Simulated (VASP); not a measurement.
# ZnSe2 (Pbca) in VASP: single point with r2SCAN

Aim: the single point of ZnSe2 with r2SCAN.

Everything below comes from runs of VASP 6.6.1. Logs are shortened: lines on timing, memory, paths and dates and some standing lists are left out, and cuts for length are marked.

## (1) The cell of the first run

Symmetry: Pbca, No. 61, orthorhombic system. Conventional cell: a = 6.193 Å, b = 6.496 Å, c = 6.496 Å, α = 90.00°, β = 90.00°, γ = 90.00°. Zn (site symmetry -1) has 6 Se at 2.61 to 2.73 Å within 3.4 Å. Se (site symmetry 1) has 1 Se at 2.39 Å and 3 Zn at 2.61 to 2.73 Å within 3.2 Å.

## (2) Single point, r2SCAN (biaxial strain in the a-b plane: +3.0 %)

POSCAR

```
ZnSe2
1.0
    6.4961831370      0.0000000000      0.0000000000
    0.0000000000      6.4961831370      0.0000000000
    0.0000000000      0.0000000000      6.1934483888
Zn Se
4 8
Direct
    0.5000000000      0.5000000000      0.0000000000
    0.5000000000      0.0000000000      0.5000000000
    0.0000000000      0.5000000000      0.5000000000
    0.0000000000      0.0000000000      0.0000000000
    0.1076111940      0.8929842920      0.3906263345
    0.8923888060      0.3929842920      0.1093736655
    0.3923888060      0.1070157080      0.8906263345
    0.6076111940      0.6070157080      0.6093736655
    0.8923888060      0.1070157080      0.6093736655
    0.1076111940      0.6070157080      0.8906263345
    0.6076111940      0.8929842920      0.1093736655
    0.3923888060      0.3929842920      0.3906263345
```

INCAR.step1

```
SYSTEM = ZnSe2
PREC = Accurate
ENCUT = 520
ISMEAR = 0
SIGMA = 0.02
LREAL = .False.
LASPH = .True.
NELM = 80
NBANDS = 60
GGA = PE
ALGO = Normal
EDIFF = 1E-4
LWAVE = .True.
LCHARG = .False.
```

INCAR.step2

```
SYSTEM = ZnSe2
PREC = Accurate
ENCUT = 520
EDIFF = 1E-7
ISMEAR = 0
SIGMA = 0.02
LREAL = .False.
LASPH = .True.
NELM = 80
ALGO = Normal
ISIF = 2
LWAVE = .False.
LCHARG = .False.
METAGGA = R2SCAN
LMIXTAU = .True.
NBANDS = 60
ISTART = 1
```

KPOINTS

```
regular mesh
0
Gamma
  4 4 4
  0 0 0
```

Potentials or basis: VASP PAW PBE potentials, release 64 (Zn, Se).

Started as:

```console
$ cat potpaw_PBE.64/Zn/POTCAR potpaw_PBE.64/Se/POTCAR > POTCAR
$ cp INCAR.step1 INCAR
$ mpirun -np 1 vasp_std > vasp.out
$ cp INCAR.step2 INCAR
$ mpirun -np 1 vasp_std > vasp.out
```

OUTCAR:

```text
SYSTEM = ZnSe2
   PREC = Accurate
   ENCUT = 520
   EDIFF = 1E-7
   ISMEAR = 0
   LREAL = .False.
   LASPH = .True.
   NELM = 80
   ISIF = 2
   METAGGA = R2SCAN
   ISTART = 1

 ion  position               nearest neighbor table
   1  0.500  0.500  0.000-   8 2.61  12 2.61  10 2.73   6 2.73  11 2.73   7 2.73
   2  0.500  0.000  0.500-   7 2.61  11 2.61   9 2.73   5 2.73   8 2.73  12 2.73
   3  0.000  0.500  0.500-   6 2.61  10 2.61   8 2.73  12 2.73   5 2.73   9 2.73
   4  0.000  0.000  0.000-   5 2.61   9 2.61   7 2.73  11 2.73  10 2.73   6 2.73
   5  0.108  0.893  0.391-   9 2.39   4 2.61   2 2.73   3 2.73
   6  0.892  0.393  0.109-  10 2.39   3 2.61   1 2.73   4 2.73
   7  0.392  0.107  0.891-  11 2.39   2 2.61   4 2.73   1 2.73
   8  0.608  0.607  0.609-  12 2.39   1 2.61   3 2.73   2 2.73
   9  0.892  0.107  0.609-   5 2.39   4 2.61   2 2.73   3 2.73
  10  0.108  0.607  0.891-   6 2.39   3 2.61   1 2.73   4 2.73
  11  0.608  0.893  0.109-   7 2.39   2 2.61   4 2.73   1 2.73
  12  0.392  0.393  0.391-   8 2.39   1 2.61   3 2.73   2 2.73

  LATTYP: Found a simple tetragonal cell.
 ALAT       =     6.4961831370
 C/A-ratio  =     0.9533980582

  Lattice vectors:

 A1 = (   6.4961831370,   0.0000000000,   0.0000000000)
 A2 = (   0.0000000000,   6.4961831370,   0.0000000000)
 A3 = (   0.0000000000,   0.0000000000,   6.1934483888)

Analysis of symmetry for initial positions (statically):
=====================================================================
 Subroutine PRICEL returns:
 Original cell was already a primitive cell.

 Routine SETGRP: Setting up the symmetry group for a
 simple tetragonal supercell.

 Subroutine GETGRP returns: Found  8 space group operations
 (whereof  2 operations were pure point group operations)
 out of a pool of 16 trial point group operations.

The static configuration has the point symmetry S_2 .
 The point group associated with its full space group is D_2h.

Analysis of symmetry for dynamics (positions and initial velocities):
=====================================================================
 Subroutine PRICEL returns:
 Original cell was already a primitive cell.

 Routine SETGRP: Setting up the symmetry group for a
 simple tetragonal supercell.

 Subroutine GETGRP returns: Found  8 space group operations
 (whereof  2 operations were pure point group operations)
[... 132 lines left out ...]
   TEBEG  =    0.0;   TEEND  =   0.0 temperature during run
   PSTRESS=    0.0 pullay stress
   NELECT =      96.0000    total number of electrons
   NUPDOWN=      -1.0000    fix difference up-down
   EMIN   =  10.00;   EMAX   =-10.00  energy-range for DOS
   EFERMI =   0.00;   METHOD = LEGACY
   ISMEAR =     0;   SIGMA  =   0.02  broadening in eV -4-tet -1-fermi 0-gaus
   EFERMI_NEDOS =   21; number of points for ismear=-14 and -15
   IALGO  =     38    algorithm
   IMIX   =      4    mixing-type and parameters
     AMIX     =   0.40;   BMIX     =  1.00
     AMIX_MAG =   1.60;   BMIX_MAG =  1.00
  volume/ion in A,a.u.               =      21.78       146.98
  Fermi-wavevector in a.u.,A,eV,Ry     =   1.172417  2.215547 18.702057  1.374562
  Thomas-Fermi vector in A             =   2.308846
   LORBIT       =      0    0 simple, 1 ext, 2 COOP (PROOUT), +10 PAW based schemes
   METAGGA = R2SCAN    functional components
   LHFCALC =     F    Hartree Fock is set to
   AEXX    =    0.0000 exact exchange contribution
   IVDW    =     0    specifies the selected vdW correction
   LEPSILON=     F    determine dielectric tensor
   LRPA    =     F    only Hartree local field effects (RPA)
 non-spin polarized calculation
 Gauss-broadening in eV      SIGMA  =   0.02
  energy-cutoff  :      520.00
  volume of cell :      261.37
 maximum number of plane-waves:      7070
   NGX = 25   NGY = 25   NGZ = 23

 number of electron      95.9999985 magnetization

 Free energy of the ion-electron system (eV)
  ---------------------------------------------------
  ext. energy  EPLUGINS =         0.00000000
  ---------------------------------------------------
  free energy    TOTEN  =      -155.13244896 eV

  energy without entropy =     -155.13244896  energy(sigma->0) =     -155.13244896

 E-fermi :   3.3130     XC(G=0): -10.3588

 val. band max:        3.1782586974   @ k =   0.0000   0.0000   0.0000
 cond. band min:       4.2812571875   @ k =   0.2500   0.2500   0.2500
 fundamental gap:      1.1029984900
 Fermi energy:         3.3129854632

 k-point     1 :       0.0000    0.0000    0.0000
  band No.  band energies     occupation
      1     -12.5556      2.00000
      2     -11.6109      2.00000
      3     -11.5987      2.00000
      4     -11.4935      2.00000
      5      -9.2797      2.00000
      6      -9.2663      2.00000
[... 1501 lines left out ...]
     59       9.0794      0.00000
     60       9.0794      0.00000

 [... further k-points ...]

------------------------ aborting loop because EDIFF is reached ----------------------------------------

  FORCE on cell =-STRESS in cart. coord.  units (eV):
  Direction    XX          YY          ZZ          XY          YZ          ZX
  --------------------------------------------------------------------------------------
  -------------------------------------------------------------------------------------
  Total       -4.5185056     -4.5168705     -2.6420887      0.0000000      0.0000000      0.0000000
  in kB      -27.6985071    -27.6884843    -16.1960435      0.0000000      0.0000000      0.0000000
  external PRESSURE =     -23.8610116 kB  Pullay stress =       0.0000000 kB

 VOLUME and BASIS-vectors are now :
 -----------------------------------------------------------------------------
  energy-cutoff  :      520.00
  volume of cell :      261.37
      direct lattice vectors                 reciprocal lattice vectors
     6.496183137  0.000000000  0.000000000     0.153936547  0.000000000  0.000000000
     0.000000000  6.496183137  0.000000000     0.000000000  0.153936547  0.000000000
     0.000000000  0.000000000  6.193448389     0.000000000  0.000000000  0.161460940

 POSITION                                       TOTAL-FORCE (eV/Angst)
 -----------------------------------------------------------------------------------
      3.24809      3.24809      0.00000         0.000000      0.000000     -0.000000
      3.24809      0.00000      3.09672         0.000000      0.000000     -0.000000
      0.00000      3.24809      3.09672         0.000000      0.000000     -0.000000
      0.00000      0.00000      0.00000         0.000000      0.000000     -0.000000
      0.69906      5.80099      2.41932        -0.112761      0.121317      0.048652
      5.79712      2.55290      0.67740         0.112761      0.121317     -0.048652
      2.54903      0.69519      5.51605         0.112761     -0.121317      0.048652
      3.94715      3.94329      3.77412        -0.112761     -0.121317     -0.048652
      5.79712      0.69519      3.77412         0.112761     -0.121317     -0.048652
      0.69906      3.94329      5.51605        -0.112761     -0.121317      0.048652
      3.94715      5.80099      0.67740        -0.112761      0.121317     -0.048652
      2.54903      2.55290      2.41932         0.112761      0.121317      0.048652
 -----------------------------------------------------------------------------------
    total drift:                                0.000000     -0.000000     -0.000000

  FREE ENERGIE OF THE ION-ELECTRON SYSTEM (eV)
  ---------------------------------------------------
  free  energy   TOTEN  =      -155.1324489619 eV

  energy  without entropy=     -155.1324489619  energy(sigma->0) =     -155.13244896
```

OSZICAR.step1:

```text
N       E                     dE             d eps       ncg     rms          rms(c)
DAV:   1     0.806704170877E+03    0.80670E+03   -0.41384E+04  3240   0.172E+03
DAV:   2     0.883665364870E+02   -0.71834E+03   -0.68678E+03  3240   0.407E+02
DAV:   3    -0.309642390222E+02   -0.11933E+03   -0.11398E+03  3816   0.152E+02
DAV:   4    -0.372709503909E+02   -0.63067E+01   -0.62026E+01  3832   0.333E+01
DAV:   5    -0.373696071009E+02   -0.98657E-01   -0.98366E-01  3712   0.424E+00    0.113E+01
DAV:   6    -0.364631480185E+02    0.90646E+00   -0.20377E+00  4308   0.261E+01    0.797E+00
DAV:   7    -0.363664239376E+02    0.96724E-01   -0.12511E+00  3544   0.467E+00    0.224E+00
DAV:   8    -0.363634235293E+02    0.30004E-02   -0.56936E-02  3992   0.199E+00    0.550E-01
DAV:   9    -0.363616449689E+02    0.17786E-02   -0.17265E-02  4092   0.128E+00    0.126E-01
DAV:  10    -0.363615932900E+02    0.51679E-04   -0.30841E-03  4448   0.627E-01    0.491E-02
DAV:  11    -0.363616244131E+02   -0.31123E-04   -0.47431E-04  3028   0.195E-01
   1 F= -.36361624E+02 E0= -.36361624E+02  d E =-.502696E-13
```

Wall time 26 min (1 thread of Oxide Virtual Turin-like, shared host); peak memory 0.54 GiB.

What came out:

```yaml
Free_energy: -155.1324 eV
Pressure: -2.4 GPa
Largest_force: 0.173 eV/Å
Band_gap_on_the_k_mesh: 1.10 eV (least direct gap 1.33 eV)
```

Forces on the atoms (eV/Å):
```
Zn   0.000  0.000  0.000
Zn   0.000  0.000  0.000
Zn   0.000  0.000  0.000
Zn   0.000  0.000  0.000
Se  -0.113  0.121  0.049
Se   0.113  0.121 -0.049
Se   0.113 -0.121  0.049
Se  -0.113 -0.121 -0.049
Se   0.113 -0.121 -0.049
Se  -0.113 -0.121  0.049
Se  -0.113  0.121 -0.049
Se   0.113  0.121  0.049
```

Caveat: the cell differs from its parent crystal (biaxial strain in the a-b plane: +3.0 %); the PAW data sets were made with another functional, which shifts forces and pressure a little. A k mesh can miss the band edges.
